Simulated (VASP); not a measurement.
Wanted: the native input for a VASP 6.6.1 run.

| Quantity | Value |
| --- | --- |
| Task | single point |
| Functional | PBEsol |
| Potentials or basis | VASP PAW PBE potentials, release 64 (Ge_d) |
| Cutoff | 520 eV |
| k mesh | 20 × 20 × 18 |
| Occupations | gaussian, width 0.15 eV |
| Spin | no spin polarisation |
| Dipole correction | no |
| Further INCAR settings | ALGO = Normal; EDIFF = 1e-07; NBANDS = 13 |

The structure of Ge lies in POSCAR:

```
Ge
1.0
    1.4670064500     -2.7305418000      0.0000000000
    1.4670064500      2.7305418000      0.0000000000
    0.0000000000      0.0000000000      2.6307752250
Ge
1
Direct
    0.5000000000      0.5000000000      0.0000000000
```

This cell differs from its parent crystal: strain +0.050 along x and y, -0.025 along z.

The input as run:

INCAR

```
PREC = Accurate ; ENCUT = 520
EDIFF = 1E-7 ; ISMEAR = 0
SIGMA = 0.15 ; LREAL = F
LASPH = T ; NELM = 80
ALGO = Normal ; ISIF = 2
LWAVE = F ; LCHARG = F
GGA = PS ; NBANDS = 13
```

KPOINTS

```
Automatic mesh
0
Gamma
  20 20 18
```

Potentials or basis: VASP PAW PBE potentials, release 64 (Ge_d).

The run is started by

```sh
$ cat potpaw_PBE.64/Ge_d/POTCAR > POTCAR
$ mpirun -np 1 vasp_std > vasp.out
```

Results of the run:

| Quantity | Value |
| --- | --- |
| Pressure | -7.1 GPa |
| Band gap on the k mesh | zero (band 7 reaches 11.05 eV, above the bottom of band 8 at 2.59 eV) |

Caveat: the cell differs from its parent crystal (strain +0.050 along x and y, -0.025 along z); the PAW data sets were made with another functional, which shifts forces and pressure a little.

It took 76 s on 1 thread of Intel(R) Xeon(R) 6975P-C (Granite Rapids), on a shared host, peak memory 0.37 GiB.
